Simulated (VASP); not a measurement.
# GaCo (Cmcm) in VASP: single point with r2SCAN

Aim: the single point of GaCo with r2SCAN.

All numbers are computed with VASP 6.6.1; they aren't measurements. Logs are shortened: lines on timing, memory, paths and dates and some standing lists are left out, and cuts for length are marked.

## Step 1: The cell of the first run

Symmetry: Cmcm, No. 63, orthorhombic system. Conventional cell: a = 2.728 Å, b = 9.001 Å, c = 3.949 Å, α = 90.00°, β = 90.00°, γ = 90.00°. Co (site symmetry m2m) has 7 Ga at 2.34 to 2.55 Å and 6 Co at 2.73 to 3.04 Å within 3.1 Å. Within 3.1 Å of Ga (site symmetry m2m) lie 7 Co at 2.34 to 2.55 Å and 4 Ga at 2.60 to 2.73 Å.

## Step 2: Single point, r2SCAN

The input, POSCAR:

```
GaCo
1.0
    2.7275223223      0.0000000000      0.0000000000
    1.3637611611     -4.5004573209      0.0000000000
    0.0000000000      0.0000000000     -3.9486072901
Co Ga
2 2
Direct
    0.1462370989      0.7075258022      0.7500000000
    0.8537629011      0.2924741978      0.2500000000
    0.4063104667      0.1873790667      0.7500000000
    0.5936895333      0.8126209333      0.2500000000
```

The input, INCAR.step1:

```
SYSTEM = GaCo
ALGO = Normal
EDIFF = 1E-4
ENCUT = 520
GGA = PE
ISMEAR = -1
LASPH = .True.
LCHARG = .False.
LREAL = .False.
LWAVE = .True.
NBANDS = 30
NELM = 100
PREC = Accurate
SIGMA = 0.1
```

The input, INCAR.step2:

```
SYSTEM = GaCo
ALGO = Normal
EDIFF = 1E-6
ENCUT = 520
ISIF = 2
ISMEAR = -1
ISTART = 1
LASPH = .True.
LCHARG = .False.
LMIXTAU = .True.
LREAL = .False.
LWAVE = .False.
METAGGA = R2SCAN
NBANDS = 30
NELM = 100
PREC = Accurate
SIGMA = 0.1
```

The input, KPOINTS:

```
k-points
0
Gamma
  5 5 5
  0 0 0
```

Potentials or basis: VASP PAW PBE potentials, release 64 (Co, Ga_d).

Run with:

```
> cat potpaw_PBE.64/Co/POTCAR potpaw_PBE.64/Ga_d/POTCAR > POTCAR
> cp INCAR.step1 INCAR
> mpirun -np 1 vasp_std > vasp.out
> cp INCAR.step2 INCAR
> mpirun -np 1 vasp_std > vasp.out
```

OUTCAR:

```text
SYSTEM = GaCo
   EDIFF = 1E-6
   ENCUT = 520
   ISIF = 2
   ISMEAR = -1
   ISTART = 1
   LASPH = .True.
   LREAL = .False.
   METAGGA = R2SCAN
   NELM = 100
   PREC = Accurate

 ion  position               nearest neighbor table
   1  0.146  0.708  0.750-   3 2.34   4 2.45   4 2.45   4 2.45   4 2.45   3 2.55   3 2.55   2 3.04
                             2 3.04   2 3.04   2 3.04
   2  0.854  0.292  0.250-   4 2.34   3 2.45   3 2.45   3 2.45   3 2.45   4 2.55   4 2.55   1 3.04
                             1 3.04   1 3.04   1 3.04
   3  0.406  0.187  0.750-   1 2.34   2 2.45   2 2.45   2 2.45   2 2.45   1 2.55   1 2.55   4 2.60
                             4 2.60
   4  0.594  0.813  0.250-   2 2.34   1 2.45   1 2.45   1 2.45   1 2.45   2 2.55   2 2.55   3 2.60
                             3 2.60

  LATTYP: Found a base centered orthorhombic cell.
 ALAT       =     2.7275223223
 B/A-ratio  =     3.3000333556
 C/A-ratio  =     1.4476901831

  Lattice vectors:

 A1 = (   1.3637611612,   4.5004573209,   0.0000000000)
 A2 = (   1.3637611611,  -4.5004573209,   0.0000000000)
 A3 = (   0.0000000000,   0.0000000000,  -3.9486072901)

Analysis of symmetry for initial positions (statically):
=====================================================================
 Subroutine PRICEL returns:
 Original cell was already a primitive cell.

 Routine SETGRP: Setting up the symmetry group for a
 base centered orthorhombic supercell.

 Subroutine GETGRP returns: Found  8 space group operations
 (whereof  4 operations were pure point group operations)
 out of a pool of  8 trial point group operations.

The static configuration has the point symmetry C_2h.
 The point group associated with its full space group is D_2h.

Analysis of symmetry for dynamics (positions and initial velocities):
=====================================================================
 Subroutine PRICEL returns:
 Original cell was already a primitive cell.

 Routine SETGRP: Setting up the symmetry group for a
 base centered orthorhombic supercell.

 Subroutine GETGRP returns: Found  8 space group operations
 (whereof  4 operations were pure point group operations)
 out of a pool of  8 trial point group operations.

The dynamic configuration has the point symmetry C_2h.
 The point group associated with its full space group is D_2h.

 Subroutine INISYM returns: Found  8 space group operations
 (whereof  4 operations are pure point group operations),
 and found     1 'primitive' translations

----------------------------------------------------------------------------------------

                                     Primitive cell

  volume of cell :      48.4695

  direct lattice vectors                    reciprocal lattice vectors
     2.727522322  0.000000000  0.000000000     0.366633113  0.111099820  0.000000000
     1.363761161 -4.500457321  0.000000000     0.000000000 -0.222199641  0.000000000
     0.000000000  0.000000000 -3.948607290     0.000000000  0.000000000 -0.253253850

  length of vectors
     2.727522322  4.702548309  3.948607290     0.383096606  0.222199641  0.253253850

  position of ions in fractional coordinates (direct lattice)
     0.146237099  0.707525802  0.750000000
     0.853762901  0.292474198  0.250000000
     0.406310467  0.187379067  0.750000000
     0.593689533  0.812620933  0.250000000

  ion indices of the primitive-cell ions
   primitive index   ion index
                 1           1
                 2           2
                 3           3
                 4           4

----------------------------------------------------------------------------------------

 KPOINTS: k-points

Automatic generation of k-mesh.
 Grid dimensions read from file:
 generate k-points for:    5    5    5

 Generating k-lattice:

  Cartesian coordinates                     Fractional coordinates (reciprocal lattice)
     0.073326623  0.022219964  0.000000000     0.200000000  0.000000000  0.000000000
     0.000000000 -0.044439928  0.000000000     0.000000000  0.200000000  0.000000000
     0.000000000  0.000000000 -0.050650770     0.000000000  0.000000000  0.200000000

  Length of vectors
     0.076619321  0.044439928  0.050650770

  Shift w.r.t. Gamma in fractional coordinates (k-lattice)
     0.000000000  0.000000000  0.000000000

 Subroutine IBZKPT returns following result:
 ===========================================

 Found     27 irreducible k-points:

 Following reciprocal coordinates:
            Coordinates               Weight
  0.000000  0.000000  0.000000      1.000000
  0.200000 -0.000000  0.000000      4.000000
  0.400000  0.000000  0.000000      4.000000
  0.000000  0.200000  0.000000      2.000000
  0.400000  0.200000  0.000000      2.000000
 -0.400000  0.200000  0.000000      4.000000
[... 16 lines left out ...]
  0.400000  0.200000  0.400000      4.000000
 -0.400000  0.200000  0.400000      8.000000
 [... further k-points ...]
   k-points           NKPTS =     27   k-points in BZ     NKDIM =     27   number of bands    NBANDS=     30
   number of dos      NEDOS =    301   number of ions     NIONS =      4
   total plane-waves  NPLWV =  21600
   dimension x,y,z NGX =    20 NGY =   36 NGZ =   30
   dimension x,y,z NGXF=    40 NGYF=   72 NGZF=   60
   ions per type =               2   2
   NGX,Y,Z   is equivalent  to a cutoff of  12.19, 12.73, 12.63 a.u.
   NGXF,Y,Z  is equivalent  to a cutoff of  24.38, 25.45, 25.26 a.u.
 SYSTEM =  GaCo
   PREC   = accura    normal or accurate (medium, high low for compatibility)
   ISTART =      1    job   : 0-new  1-cont  2-samecut
   ICHARG =      0    charge: 1-file 2-atom 10-const
   ISPIN  =      1    spin polarized calculation?
   LNONCOLLINEAR =      F non collinear calculations
   LSORBIT =      F    spin-orbit coupling
   LASPH  =      T    aspherical Exc in radial PAW
   ENCUT  =  520.0 eV  38.22 Ry    6.18 a.u.   5.07  8.74  7.34*2*pi/ulx,y,z
   NELM   =    100;   NELMIN=  2; NELMDL=  0     # of ELM steps
   EDIFF  = 0.1E-05   stopping-criterion for ELM
   LREAL  =      F    real-space projection
   EDIFFG = 0.1E-04   stopping-criterion for IOM
   NSW    =      0    number of steps for IOM
   IBRION =     -1    ionic relax: 0-MD 1-quasi-New 2-CG
   NFREE  =      0    steps in history (QN), initial steepest desc. (CG)
   ISIF   =      2    stress and relaxation
   ISYM   =      2    0-nonsym 1-usesym 2-fastsym
   POTIM  = 0.5000    time-step for ionic-motion
   TEBEG  =    0.0;   TEEND  =   0.0 temperature during run
   PSTRESS=    0.0 pullay stress
   NELECT =      44.0000    total number of electrons
   NUPDOWN=      -1.0000    fix difference up-down
   EMIN   =  10.00;   EMAX   =-10.00  energy-range for DOS
   EFERMI =   0.00;   METHOD = LEGACY
   ISMEAR =    -1;   SIGMA  =   0.10  broadening in eV -4-tet -1-fermi 0-gaus
   EFERMI_NEDOS =   21; number of points for ismear=-14 and -15
   IALGO  =     38    algorithm
   IMIX   =      4    mixing-type and parameters
     AMIX     =   0.40;   BMIX     =  1.00
     AMIX_MAG =   1.60;   BMIX_MAG =  1.00
  volume/ion in A,a.u.               =      12.12        81.77
  Fermi-wavevector in a.u.,A,eV,Ry     =   1.585147  2.995493 34.187218  2.512690
  Thomas-Fermi vector in A             =   2.684656
   LORBIT       =      0    0 simple, 1 ext, 2 COOP (PROOUT), +10 PAW based schemes
   METAGGA = R2SCAN    functional components
   LHFCALC =     F    Hartree Fock is set to
   AEXX    =    0.0000 exact exchange contribution
   IVDW    =     0    specifies the selected vdW correction
   LEPSILON=     F    determine dielectric tensor
   LRPA    =     F    only Hartree local field effects (RPA)
 non-spin polarized calculation
  energy-cutoff  :      520.00
  volume of cell :       48.47
 maximum number of plane-waves:      1324
   NGX = 11   NGY = 17   NGZ = 15

 number of electron      43.9999983 magnetization

 Free energy of the ion-electron system (eV)
  ---------------------------------------------------
  ext. energy  EPLUGINS =         0.00000000
  ---------------------------------------------------
  free energy    TOTEN  =       -49.28430123 eV

  energy without entropy =      -49.17028207  energy(sigma->0) =      -49.22729165

 E-fermi :   9.0897     XC(G=0): -14.3812

 val. band max:        9.0725061617   @ k =  -0.2000   0.2000   0.4000
 cond. band min:       9.1056924684   @ k =  -0.4000   0.2000   0.4000
 fundamental gap:      0.0331863067
 Fermi energy:         9.0896655027

 k-point     1 :       0.0000    0.0000    0.0000
  band No.  band energies     occupation
      1      -6.4164      2.00000
      2      -6.3484      2.00000
      3      -6.3274      2.00000
      4      -6.2685      2.00000
      5      -6.0600      2.00000
      6      -6.0010      2.00000
[... 22 lines left out ...]
     29      19.6373      0.00000
     30      19.7263      0.00000

 k-point     2 :       0.2000   -0.0000    0.0000
  band No.  band energies     occupation
      1      -6.3231      2.00000
      2      -6.2977      2.00000
      3      -6.2868      2.00000
      4      -6.1466      2.00000
      5      -6.1055      2.00000
      6      -6.0958      2.00000
[... 22 lines left out ...]
     29      17.0936      0.00000
     30      20.2244      0.00000

 k-point     3 :       0.4000    0.0000    0.0000
  band No.  band energies     occupation
      1      -6.2975      2.00000
      2      -6.2655      2.00000
      3      -6.2576      2.00000
      4      -6.2472      2.00000
      5      -6.1247      2.00000
      6      -6.0837      2.00000
[... 22 lines left out ...]
     29      17.7240      0.00000
     30      18.1232      0.00000

 k-point     4 :       0.0000    0.2000    0.0000
  band No.  band energies     occupation
      1      -6.4204      2.00000
      2      -6.3304      2.00000
      3      -6.3187      2.00000
      4      -6.2631      2.00000
      5      -6.0631      2.00000
      6      -6.0091      2.00000
[... 22 lines left out ...]
     29      21.1349      0.00000
     30      21.1417      0.00000

 k-point     5 :       0.4000    0.2000    0.0000
  band No.  band energies     occupation
      1      -6.2932      2.00000
      2      -6.2743      2.00000
      3      -6.2611      2.00000
      4      -6.2466      2.00000
      5      -6.1092      2.00000
      6      -6.0918      2.00000
[... 22 lines left out ...]
     29      18.4295      0.00000
     30      18.9652      0.00000
[... 526 lines left out ...]
     29      15.7762      0.00000
     30      17.2069      0.00000

 k-point    22 :       0.0000    0.2000    0.4000
  band No.  band energies     occupation
      1      -6.3733      2.00000
      2      -6.3445      2.00000
      3      -6.2301      2.00000
      4      -6.1117      2.00000
      5      -6.0922      2.00000
      6      -6.0500      2.00000
[... 22 lines left out ...]
     29      22.0484      0.00000
     30      22.9232      0.00000

 k-point    23 :       0.4000    0.2000    0.4000
  band No.  band energies     occupation
      1      -6.3268      2.00000
      2      -6.3006      2.00000
      3      -6.2215      2.00000
      4      -6.1496      2.00000
      5      -6.1227      2.00000
      6      -6.0883      2.00000
[... 22 lines left out ...]
     29      14.9888      0.00000
     30      15.0110      0.00000

 k-point    24 :      -0.4000    0.2000    0.4000
  band No.  band energies     occupation
      1      -6.3267      2.00000
      2      -6.3028      2.00000
      3      -6.2137      2.00000
      4      -6.1543      2.00000
      5      -6.1220      2.00000
      6      -6.0896      2.00000
[... 22 lines left out ...]
     29      17.3821      0.00000
     30      18.4446      0.00000

 [... further k-points ...]
[... 5 lines left out ...]
  --------------------------------------------------------------------------------------
  -------------------------------------------------------------------------------------
  Total        0.0832969     -0.0110797     -0.0014949     -0.0000000      0.0000000      0.0000000
  in kB        2.7534073     -0.3662441     -0.0494148     -0.0000000      0.0000000      0.0000000
  external PRESSURE =       0.7792495 kB  Pullay stress =       0.0000000 kB

 VOLUME and BASIS-vectors are now :
 -----------------------------------------------------------------------------
  energy-cutoff  :      520.00
  volume of cell :       48.47
      direct lattice vectors                 reciprocal lattice vectors
     2.727522322  0.000000000  0.000000000     0.366633113  0.111099820  0.000000000
     1.363761161 -4.500457321  0.000000000     0.000000000 -0.222199641  0.000000000
     0.000000000  0.000000000 -3.948607290     0.000000000  0.000000000 -0.253253850

 POSITION                                       TOTAL-FORCE (eV/Angst)
 -----------------------------------------------------------------------------------
      1.36376     -3.18419     -2.96146        -0.000000     -0.002078      0.000000
      2.72752     -1.31627     -0.98715         0.000000      0.002078      0.000000
      1.36376     -0.84329     -2.96146        -0.000000     -0.039174     -0.000000
      2.72752     -3.65717     -0.98715         0.000000      0.039174      0.000000
 -----------------------------------------------------------------------------------
    total drift:                               -0.000000      0.000000     -0.000000

  FREE ENERGIE OF THE ION-ELECTRON SYSTEM (eV)
  ---------------------------------------------------
  free  energy   TOTEN  =       -49.2843012266 eV

  energy  without entropy=      -49.1702820725  energy(sigma->0) =      -49.22729165
```

Run time: 98 s. Hardware: 1 thread of Intel Xeon Platinum 8488C (Sapphire Rapids), shared host; peak memory 0.18 GiB.

What came out:

```yaml
Free_energy: -49.2843 eV
Pressure: 0.1 GPa
Largest_force: 0.039 eV/Å
Band_gap_on_the_k_mesh: zero (bands 22 and 23 overlap by 1.14 eV)
```

Forces on the atoms (eV/Å):
```
Co   0.000 -0.002  0.000
Co   0.000  0.002  0.000
Ga   0.000 -0.039  0.000
Ga   0.000  0.039  0.000
```

Caveat: the k points lie up to 0.48 Å⁻¹ apart, too coarse for converged energies and pressures of a metal; the PAW data sets were made with another functional, which shifts forces and pressure a little; the run has no spin polarisation, though such a crystal can be magnetic. Spin polarisation is off, so any magnetic state and its effect on volume and gap are missing.

The gap in the log of VASP goes by the Fermi energy; the results here count the filled bands.